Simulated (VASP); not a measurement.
# NbAs (F-43m) in VASP: notebook, part 2 of 2

VASP 6.6.1. Earlier steps stand in the parts before.

## (4) Single point, r2SCAN, collinear spin

Input file POSCAR:

```
NbAs
1.0
    0.0000000000      2.9260236880      2.9260236880
    2.9260236880      0.0000000000      2.9260236880
    2.9260236880      2.9260236880      0.0000000000
Nb As
1 1
Direct
    0.0000000000      0.0000000000      0.0000000000
    0.2500000000      0.2500000000      0.2500000000
```

Input file INCAR.step1:

```
SYSTEM = NbAs
PREC = Accurate ; ENCUT = 520
ISMEAR = 0 ; SIGMA = 0.1
LREAL = .False. ; LASPH = .True.
NELM = 150 ; ISPIN = 2
MAGMOM = 1.45 -0.1 ; NUPDOWN = 2.0
LMAXMIX = 4 ; NBANDS = 20
GGA = PE ; ALGO = Normal
EDIFF = 1E-4 ; LWAVE = .True.
LCHARG = .False.
```

Input file INCAR.step2:

```
SYSTEM = NbAs
PREC = Accurate ; ENCUT = 520
EDIFF = 1E-6 ; ISMEAR = 0
SIGMA = 0.1 ; LREAL = .False.
LASPH = .True. ; NELM = 150
ALGO = Normal ; ISIF = 2
LWAVE = .False. ; LCHARG = .False.
ISPIN = 2 ; MAGMOM = 1.45 -0.1
LORBIT = 11 ; NUPDOWN = 2.0
LMAXMIX = 4 ; METAGGA = R2SCAN
LMIXTAU = .True. ; NBANDS = 20
ISTART = 1
```

Input file KPOINTS:

```
regular mesh
0
Gamma
  12 12 12
  0 0 0
```

Potentials or basis: VASP PAW PBE potentials, release 64 (Nb_sv, As).

Command:

```
$ cat potpaw_PBE.64/Nb_sv/POTCAR potpaw_PBE.64/As/POTCAR > POTCAR
$ cp INCAR.step1 INCAR
$ mpirun -np 1 vasp_std > vasp.out
$ cp INCAR.step2 INCAR
$ mpirun -np 1 vasp_std > vasp.out
```

OUTCAR:

```text
SYSTEM = NbAs
   PREC = Accurate
   ENCUT = 520
   EDIFF = 1E-6
   ISMEAR = 0
   LREAL = .False.
   LASPH = .True.
   NELM = 150
   ISIF = 2
   ISPIN = 2
   LORBIT = 11
   NUPDOWN = 2.0
   METAGGA = R2SCAN
   ISTART = 1

 ion  position               nearest neighbor table
   1  0.000  0.000  0.000-   2 2.53   2 2.53   2 2.53   2 2.53
   2  0.250  0.250  0.250-   1 2.53   1 2.53   1 2.53   1 2.53

  LATTYP: Found a face centered cubic cell.
 ALAT       =     5.8520473760

  Lattice vectors:

 A1 = (   0.0000000000,   2.9260236880,   2.9260236880)
 A2 = (   2.9260236880,   0.0000000000,   2.9260236880)
 A3 = (   2.9260236880,   2.9260236880,   0.0000000000)

Analysis of symmetry for initial positions (statically):
=====================================================================
 Subroutine PRICEL returns:
 Original cell was already a primitive cell.

 Routine SETGRP: Setting up the symmetry group for a
 face centered cubic supercell.

 Subroutine GETGRP returns: Found 24 space group operations
 (whereof 24 operations were pure point group operations)
 out of a pool of 48 trial point group operations.

The static configuration has the point symmetry T_d .

Analysis of symmetry for dynamics (positions and initial velocities):
=====================================================================
 Subroutine PRICEL returns:
 Original cell was already a primitive cell.

 Routine SETGRP: Setting up the symmetry group for a
 face centered cubic supercell.

 Subroutine GETGRP returns: Found 24 space group operations
 (whereof 24 operations were pure point group operations)
 out of a pool of 48 trial point group operations.

The dynamic configuration has the point symmetry T_d .

Analysis of structural, dynamic, and magnetic symmetry:
=====================================================================
 Subroutine PRICEL returns:
 Original cell was already a primitive cell.

 Routine SETGRP: Setting up the symmetry group for a
 face centered cubic supercell.

 Subroutine GETGRP returns: Found 24 space group operations
[... 142 lines left out ...]

 Free energy of the ion-electron system (eV)
  ---------------------------------------------------
  ext. energy  EPLUGINS =         0.00000000
  ---------------------------------------------------
  free energy    TOTEN  =       -39.23257617 eV

  energy without entropy =      -39.23126735  energy(sigma->0) =      -39.23192176

 E-fermi :   4.1773     XC(G=0): -10.2557

 val. band max:        5.6889889408   @ k =   0.5000   0.5000   0.0000
 cond. band min:       5.4096854301   @ k =  -0.2500   0.5000   0.2500
 fundamental gap:     -0.2793035107
 Fermi energy:         5.7117308806

 spin component 1

 k-point     1 :       0.0000    0.0000    0.0000
  band No.  band energies     occupation
      1     -51.7603      1.00000
      2     -27.2764      1.00000
      3     -27.2764      1.00000
      4     -27.2764      1.00000
      5      -6.4571      1.00000
      6       1.9372      1.00000
[... 541 lines left out ...]
     19      19.1799      0.00000
     20      19.2149      0.00000

 [... further k-points ...]

 spin component 2

 k-point     1 :       0.0000    0.0000    0.0000
  band No.  band energies     occupation
      1     -50.4754      1.00000
      2     -25.7501      1.00000
      3     -25.7501      1.00000
      4     -25.7501      1.00000
      5      -6.4689      1.00000
      6       2.5101      1.00000
[... 541 lines left out ...]
     19      19.8701      0.00000
     20      19.8764      0.00000

 [... further k-points ...]
[... 5 lines left out ...]
  --------------------------------------------------------------------------------------
  -------------------------------------------------------------------------------------
  Total        0.8447979      0.8447979      0.8447979      0.0000000     -0.0000000      0.0000000
  in kB       27.0146841     27.0146841     27.0146841      0.0000000     -0.0000000      0.0000000
  external PRESSURE =      27.0146841 kB  Pullay stress =       0.0000000 kB

 VOLUME and BASIS-vectors are now :
 -----------------------------------------------------------------------------
  energy-cutoff  :      520.00
  volume of cell :       50.10
      direct lattice vectors                 reciprocal lattice vectors
     0.000000000  2.926023688  2.926023688    -0.170880366  0.170880366  0.170880366
     2.926023688  0.000000000  2.926023688     0.170880366 -0.170880366  0.170880366
     2.926023688  2.926023688  0.000000000     0.170880366  0.170880366 -0.170880366

 POSITION                                       TOTAL-FORCE (eV/Angst)
 -----------------------------------------------------------------------------------
      0.00000      0.00000      0.00000        -0.000000     -0.000000     -0.000000
      1.46301      1.46301      1.46301         0.000000      0.000000      0.000000
 -----------------------------------------------------------------------------------
    total drift:                                0.000000      0.000000      0.000000

  FREE ENERGIE OF THE ION-ELECTRON SYSTEM (eV)
  ---------------------------------------------------
  free  energy   TOTEN  =       -39.2325761666 eV

  energy  without entropy=      -39.2312673476  energy(sigma->0) =      -39.23192176

 total charge

# of ion       s       p       d       tot
------------------------------------------
    1        2.153   5.966   2.570  10.690
    2        1.208   1.728   0.050   2.986
--------------------------------------------------
tot          3.361   7.694   2.621  13.676

 magnetization (x)

# of ion       s       p       d       tot
------------------------------------------
    1        0.020   0.010   1.537   1.567
    2       -0.017  -0.124   0.041  -0.101
--------------------------------------------------
tot          0.003  -0.114   1.577   1.466
```

OSZICAR.step1:

```text
N       E                     dE             d eps       ncg     rms          rms(c)
DAV:   1     0.140258704712E+03    0.14026E+03   -0.83493E+03  5760   0.810E+02
DAV:   2    -0.734341397497E+01   -0.14760E+03   -0.13982E+03  7056   0.277E+02
DAV:   3    -0.145335981466E+02   -0.71902E+01   -0.70314E+01  8912   0.526E+01
DAV:   4    -0.147926605346E+02   -0.25906E+00   -0.25746E+00  7940   0.922E+00
DAV:   5    -0.148037934874E+02   -0.11133E-01   -0.11129E-01  8456   0.182E+00    0.690E+00
DAV:   6    -0.140853347444E+02    0.71846E+00   -0.18631E+00  8672   0.102E+01    0.265E+00
DAV:   7    -0.141190651774E+02   -0.33730E-01   -0.19529E-01  7524   0.308E+00    0.155E+00
DAV:   8    -0.141200580233E+02   -0.99285E-03   -0.28451E-02  7376   0.131E+00    0.926E-01
DAV:   9    -0.141220948905E+02   -0.20369E-02   -0.52884E-03  6788   0.594E-01    0.286E-01
DAV:  10    -0.141221281671E+02   -0.33277E-04   -0.95645E-04  8020   0.224E-01
   1 F= -.14122128E+02 E0= -.14120312E+02  d E =-.363186E-02  mag=     2.0008
```

Wall time 2.3 min (1 thread of Intel Xeon 6975P-C (Granite Rapids), shared host); peak memory 0.29 GiB.

Results:

```yaml
Free_energy: -39.2326 eV
Pressure: 2.7 GPa
Net_moment: 2.00 μB per cell
Site_moments: Nb +1.57; As -0.10 μB
Valence_electrons_inside_the_program's_atomic_spheres: Nb 10.69; As 2.99
```

Caveat: the PAW data sets were made with another functional, which shifts forces and pressure a little; the total moment is fixed, so each spin has its own Fermi level.

## (5) Summary

| fixed moment (μB) | pressure (GPa) | moment (μB) |
| --- | --- | --- |
| 1.5 | 0.3 | 1.50 |
| 1.75 | 1.4 | 1.75 |
| 2.0 | 2.7 | 2.00 |

Alike in all rows: task single point; level r2SCAN; potentials or basis VASP PAW PBE potentials, release 64 (Nb_sv, As); spin collinear; cell as given; k mesh 12 × 12 × 12; cutoff (eV) 520; smearing gaussian 0.1 eV.

Caveats: the PAW data sets were made with another functional, which shifts forces and pressure a little; the total moment is fixed, so each spin has its own Fermi level.

Total energies depend on the potentials used, so only differences within one code and one set of settings carry meaning.
